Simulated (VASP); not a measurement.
# Si4S (I4/mmm) in VASP: single point with PBE

Aim: the single point of Si4S with PBE.

Everything below comes from runs of VASP 6.6.1. Logs are shortened: lines on timing, memory, paths and dates and some standing lists are left out, and cuts for length are marked.

## (1) The cell of the first run

The structure is tetragonal, space group I4/mmm (No. 139). Conventional cell: a = 4.648 Å, b = 4.648 Å, c = 7.648 Å, α = 90.00°, β = 90.00°, γ = 90.00°. Within 3.3 Å of Si (site symmetry 4mm) lie 1 S at 2.54 Å and 5 Si at 2.58 to 2.66 Å. Si (site symmetry mmm) has 2 S at 2.32 Å and 4 Si at 2.66 Å within 3.1 Å. S (site symmetry 4/mmm) has 6 Si at 2.32 to 2.54 Å within 3.1 Å.

## (2) Single point, PBE

INCAR

```
ALGO = Normal
EDIFF = 1E-6
ENCUT = 500
GGA = PE
GGA_COMPAT = False
ISIF = 2
ISMEAR = 0
LASPH = True
LCHARG = False
LREAL = False
LWAVE = False
NBANDS = 19
NELM = 120
PREC = Accurate
SIGMA = 0.2
```

KPOINTS

```
k-points
0
Gamma
  5 5 5
```

POSCAR

```
Si4S
1.0
   -2.3240661055      2.3240661055      3.8237644370
    2.3240661055     -2.3240661055      3.8237644370
    2.3240661055      2.3240661055     -3.8237644370
Si S
4 1
Direct
    0.3316353466      0.3316353466      0.0000000000
    0.6683646534      0.6683646534      0.0000000000
    0.5000000000      0.0000000000      0.5000000000
    0.0000000000      0.5000000000      0.5000000000
    0.0000000000      0.0000000000      0.0000000000
```

Potentials or basis: VASP PAW PBE potentials, release 64 (Si, S).

The run is started by

```bash
> cat potpaw_PBE.64/Si/POTCAR potpaw_PBE.64/S/POTCAR > POTCAR
> mpirun -np 1 vasp_std > vasp.out
```

OUTCAR:

```text
EDIFF = 1E-6
   ENCUT = 500
   GGA = PE
   ISIF = 2
   ISMEAR = 0
   LASPH = True
   LREAL = False
   NELM = 120
   PREC = Accurate

 ion  position               nearest neighbor table
   1  0.332  0.332  0.000-   5 2.54   2 2.58   4 2.66   3 2.66   3 2.66   4 2.66
   2  0.668  0.668  0.000-   5 2.54   1 2.58   4 2.66   3 2.66   3 2.66   4 2.66
   3  0.500  0.000  0.500-   5 2.32   5 2.32   2 2.66   2 2.66   1 2.66   1 2.66
   4  0.000  0.500  0.500-   5 2.32   5 2.32   2 2.66   2 2.66   1 2.66   1 2.66
   5  0.000  0.000  0.000-   3 2.32   4 2.32   4 2.32   3 2.32   1 2.54   2 2.54

  LATTYP: Found a body centered tetragonal cell.
 ALAT       =     4.6481322110
 C/A-ratio  =     1.6452907376

  Lattice vectors:

 A1 = (  -2.3240661055,   2.3240661055,   3.8237644370)
 A2 = (   2.3240661055,  -2.3240661055,   3.8237644370)
 A3 = (   2.3240661055,   2.3240661055,  -3.8237644370)

Analysis of symmetry for initial positions (statically):
=====================================================================
 Subroutine PRICEL returns:
 Original cell was already a primitive cell.

 Routine SETGRP: Setting up the symmetry group for a
 body centered tetragonal supercell.

 Subroutine GETGRP returns: Found 16 space group operations
 (whereof 16 operations were pure point group operations)
 out of a pool of 16 trial point group operations.

The static configuration has the point symmetry D_4h.

Analysis of symmetry for dynamics (positions and initial velocities):
=====================================================================
 Subroutine PRICEL returns:
 Original cell was already a primitive cell.

 Routine SETGRP: Setting up the symmetry group for a
 body centered tetragonal supercell.

 Subroutine GETGRP returns: Found 16 space group operations
 (whereof 16 operations were pure point group operations)
 out of a pool of 16 trial point group operations.

The dynamic configuration has the point symmetry D_4h.

 Subroutine INISYM returns: Found 16 space group operations
 (whereof 16 operations are pure point group operations),
 and found     1 'primitive' translations

----------------------------------------------------------------------------------------

                                     Primitive cell

  volume of cell :      82.6129

  direct lattice vectors                    reciprocal lattice vectors
    -2.324066106  2.324066106  3.823764437     0.000000000  0.215140180  0.130761193
[... 88 lines left out ...]
   NSW    =      0    number of steps for IOM
   IBRION =     -1    ionic relax: 0-MD 1-quasi-New 2-CG
   NFREE  =      0    steps in history (QN), initial steepest desc. (CG)
   ISIF   =      2    stress and relaxation
   ISYM   =      2    0-nonsym 1-usesym 2-fastsym
   POTIM  = 0.5000    time-step for ionic-motion
   TEBEG  =    0.0;   TEEND  =   0.0 temperature during run
   PSTRESS=    0.0 pullay stress
   NELECT =      22.0000    total number of electrons
   NUPDOWN=      -1.0000    fix difference up-down
   EMIN   =  10.00;   EMAX   =-10.00  energy-range for DOS
   EFERMI =   0.00;   METHOD = LEGACY
   ISMEAR =     0;   SIGMA  =   0.20  broadening in eV -4-tet -1-fermi 0-gaus
   EFERMI_NEDOS =   21; number of points for ismear=-14 and -15
   IALGO  =     38    algorithm
   IMIX   =      4    mixing-type and parameters
     AMIX     =   0.40;   BMIX     =  1.00
     AMIX_MAG =   1.60;   BMIX_MAG =  1.00
  volume/ion in A,a.u.               =      16.52       111.50
  Fermi-wavevector in a.u.,A,eV,Ry     =   1.053254  1.990361 15.093535  1.109344
  Thomas-Fermi vector in A             =   2.188368
   LORBIT       =      0    0 simple, 1 ext, 2 COOP (PROOUT), +10 PAW based schemes
   GGA     = PE    functional components
   LHFCALC =     F    Hartree Fock is set to
   AEXX    =    0.0000 exact exchange contribution
   IVDW    =     0    specifies the selected vdW correction
   LEPSILON=     F    determine dielectric tensor
   LRPA    =     F    only Hartree local field effects (RPA)
 non-spin polarized calculation
 Gauss-broadening in eV      SIGMA  =   0.20
  energy-cutoff  :      500.00
  volume of cell :       82.61
 maximum number of plane-waves:      2114
 NGX is ok and might be reduce to    40
   NGX = 19   NGY = 19   NGZ = 19

 number of electron      22.0000000 magnetization

 Free energy of the ion-electron system (eV)
  ---------------------------------------------------
  ext. energy  EPLUGINS =         0.00000000
  ---------------------------------------------------
  free energy    TOTEN  =       -23.38345679 eV

  energy without entropy =      -23.33850983  energy(sigma->0) =      -23.36098331

 E-fermi :   8.3131     XC(G=0): -10.5727

 val. band max:        8.2915269005   @ k =  -0.4000   0.4000   0.0000
 cond. band min:       8.3418797830   @ k =  -0.4000   0.2000   0.0000
 fundamental gap:      0.0503528824
 Fermi energy:         8.3131468858

 k-point     1 :       0.0000    0.0000    0.0000
  band No.  band energies     occupation
      1      -7.9313      2.00000
      2      -1.6888      2.00000
      3       1.0199      2.00000
      4       1.0199      2.00000
      5       1.7675      2.00000
      6       2.4271      2.00000
[... 373 lines left out ...]
      6       1.6721      2.00000
[... 11 lines left out ...]
     18      12.1978      0.00000
     19      13.7674      0.00000

------------------------ aborting loop because EDIFF is reached ----------------------------------------

  FORCE on cell =-STRESS in cart. coord.  units (eV):
  Direction    XX          YY          ZZ          XY          YZ          ZX
  --------------------------------------------------------------------------------------
  -------------------------------------------------------------------------------------
  Total       -0.0923060     -0.0923060      0.1431624      0.0000000     -0.0000000      0.0000000
  in kB       -1.7901626     -1.7901626      2.7764610      0.0000000     -0.0000000      0.0000000
  external PRESSURE =      -0.2679547 kB  Pullay stress =       0.0000000 kB

 VOLUME and BASIS-vectors are now :
 -----------------------------------------------------------------------------
  energy-cutoff  :      500.00
  volume of cell :       82.61
      direct lattice vectors                 reciprocal lattice vectors
    -2.324066106  2.324066106  3.823764437     0.000000000  0.215140180  0.130761193
     2.324066106 -2.324066106  3.823764437     0.215140180  0.000000000  0.130761193
     2.324066106  2.324066106 -3.823764437     0.215140180  0.215140180  0.000000000

 POSITION                                       TOTAL-FORCE (eV/Angst)
 -----------------------------------------------------------------------------------
      0.00000      0.00000      2.53619         0.000000      0.000000      0.030007
      0.00000      0.00000      5.11134        -0.000000     -0.000000     -0.030007
      0.00000      2.32407      0.00000         0.000000      0.000000      0.000000
      2.32407      0.00000      0.00000         0.000000      0.000000      0.000000
      0.00000      0.00000      0.00000         0.000000      0.000000      0.000000
 -----------------------------------------------------------------------------------
    total drift:                               -0.000000     -0.000000     -0.000000

  FREE ENERGIE OF THE ION-ELECTRON SYSTEM (eV)
  ---------------------------------------------------
  free  energy   TOTEN  =       -23.3834567885 eV

  energy  without entropy=      -23.3385098273  energy(sigma->0) =      -23.36098331
```

OSZICAR:

```text
N       E                     dE             d eps       ncg     rms          rms(c)
DAV:   1     0.477851123550E+02    0.47785E+02   -0.88097E+03   684   0.941E+02
DAV:   2    -0.201227548910E+02   -0.67908E+02   -0.65208E+02   867   0.146E+02
DAV:   3    -0.234825707766E+02   -0.33598E+01   -0.33161E+01   914   0.290E+01
DAV:   4    -0.235172859995E+02   -0.34715E-01   -0.34634E-01   893   0.342E+00
DAV:   5    -0.235176301382E+02   -0.34414E-03   -0.34410E-03   885   0.350E-01    0.130E+01
DAV:   6    -0.234047552383E+02    0.11287E+00   -0.15583E-01   815   0.179E+00    0.791E+00
DAV:   7    -0.233862242189E+02    0.18531E-01   -0.15560E-01   842   0.180E+00    0.570E-01
DAV:   8    -0.233833702565E+02    0.28540E-02   -0.23983E-02   753   0.781E-01    0.180E-01
DAV:   9    -0.233834413801E+02   -0.71124E-04   -0.94864E-04   831   0.165E-01    0.137E-01
DAV:  10    -0.233834530422E+02   -0.11662E-04   -0.52813E-05   894   0.394E-02    0.571E-02
DAV:  11    -0.233834569910E+02   -0.39488E-05   -0.74428E-06   865   0.164E-02    0.411E-03
DAV:  12    -0.233834567885E+02    0.20244E-06   -0.14938E-06   475   0.720E-03
   1 F= -.23383457E+02 E0= -.23360983E+02  d E =-.449470E-01
```

stdout:

```text
POSCAR found type information on POSCAR SiS
 POSCAR found :  2 types and       5 ions
 scaLAPACK will be used
 LDA part: xc-table for (Slater+PW92), standard interpolation
 POSCAR, INCAR and KPOINTS ok, starting setup
 FFT: planning ... GRIDC
 FFT: planning ... GRID_SOFT
 FFT: planning ... GRID
 WAVECAR not read
 entering main loop
```

Run time: 32 s. Hardware: 1 thread of Intel Xeon Platinum 8488C (Sapphire Rapids), shared host; peak memory 0.22 GiB.

Results:

* Free energy: -23.3835 eV
* Pressure: 0.0 GPa
* Largest force: 0.030 eV/Å
* Band gap on the k mesh: zero (band 11 reaches 9.04 eV, above the bottom of band 12 at 6.47 eV)

Forces in eV/Å, atoms in the order of the input:
```
Si   0.000  0.000  0.030
Si   0.000  0.000 -0.030
Si   0.000  0.000  0.000
Si   0.000  0.000  0.000
S    0.000  0.000  0.000
```

Caveat: the k points lie up to 0.38 Å⁻¹ apart.
